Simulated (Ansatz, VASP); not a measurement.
One calculation of Sn, two programs

The input INCAR:

```
SYSTEM = Sn
PREC     = Accurate       ! precision mode
ENCUT    = 520            ! plane-wave cutoff, eV
EDIFF    = 1E-6           ! SCF threshold, eV
ISMEAR   = 0              ! smearing method
SIGMA    = 0.15           ! smearing width, eV
LREAL    = .False.        ! projectors in reciprocal space
LASPH    = .True.         ! aspherical terms in the spheres
NELM     = 100            ! most SCF steps
ALGO     = Fast           ! electronic algorithm
ISIF     = 2              ! what is computed and relaxed
LWAVE    = .False.        ! write WAVECAR
LCHARG   = .False.        ! write CHGCAR
GGA      = PS             ! functional
IVDW     = 12             ! dispersion correction
NBANDS   = 13             ! bands
```

File KPOINTS:

```
Automatic mesh
0
Gamma
  20 20 20
  0 0 0
```

File POSCAR:

```
Sn
1.0
   -1.5884158800      1.6335032400      2.2448083200
    1.5884158800     -1.6335032400      2.2448083200
    1.5884158800      1.6335032400     -2.2448083200
Sn
1
Direct
    0.0000000000      0.0000000000      0.0000000000
```

Input for Ansatz:

```yaml
crystal:
  lattice:
    - [-1.58841588, 1.63350324, 2.24480832]
    - [1.58841588, -1.63350324, 2.24480832]
    - [1.58841588, 1.63350324, -2.24480832]
  atoms:
    - { symbol: Sn, position: [0.0, 0.0, 0.0] }
basis:
  ecutwfc: 420
kpoints:
  mp_grid: { grid: [20, 20, 20] }
hamiltonian:
  xc: pbesol
  dispersion: d3bj
scf:
  occupations: { method: gaussian, width: 0.15 }
output:
  forces: true
  stress: true
  eigenvalues: true
```

Change from the starting cell: strain -0.080 along x and y, -0.040 along z, atoms carried along.

Alike in both runs: task single point; functional PBEsol; dispersion D3(BJ); k mesh 20 × 20 × 20; occupations gaussian, width 0.15 eV; no spin polarisation.

|  | VASP | Ansatz |
| --- | --- | --- |
| version | VASP 6.6.1 | Ansatz 0.2.0 |
| potentials or method | VASP PAW PBE potentials, release 64 (Sn_d), cutoff 520 eV | scalar-relativistic, plane waves, PAW |
| valence electrons in the cell | 14 | 14 |

```tsv
	VASP	Ansatz	Ansatz less VASP
gap on the k mesh at the Fermi level (eV)	none	none	-
pressure (GPa)	6.3	6.3	0.00
traceless stress, the component that is largest in VASP (GPa)	-0.95	-0.95	+0.002
```

VASP's potentials were made for PBE, not for PBEsol. A gap of «none» marks a metal or a gap that the smearing closes.
